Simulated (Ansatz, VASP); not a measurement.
**WS3: VASP beside Ansatz**

```
W S
1.0
     4.80000    0.00000    0.00000
     0.00000    4.80000    0.00000
     0.00000    0.00000    4.80000
W S
1 3
Cartesian
  0.0000 0.0000 4.6703
  0.0000 2.4000 0.0000
  2.4000 0.0000 0.0000
  0.0000 0.0000 2.4000
```

Alike in both runs: task single point; functional PBE; k mesh 4 × 4 × 4; occupations gaussian, width 0.1 eV; no spin polarisation.

|  | VASP | Ansatz |
| --- | --- | --- |
| version | VASP 6.6.1 | Ansatz 0.2.0 |
| potentials or method | VASP PAW PBE potentials, release 64 (W_sv, S), cutoff 520 eV | scalar-relativistic, plane waves, PAW |
| valence electrons in the cell | 32 | 32 |

Ansatz gave:

```
gap on the k mesh at the Fermi level (eV)                     : none
pressure (GPa)                                                : -5.4
traceless stress, the component that is largest in VASP (GPa) : 1.27
rms of the force components (eV/Å)                            : 0.048
```

Question: Which values does VASP return?

Answer: gap on the k mesh at the Fermi level (eV): none; pressure (GPa): -5.5; traceless stress, the component that is largest in VASP (GPa): 1.26; rms of the force components (eV/Å): 0.044.

Atom by atom the forces differ by 0.004 eV/Å (rms over components). A gap of «none» marks a metal or a gap that the smearing closes.

Neither program's run includes spin-orbit coupling.
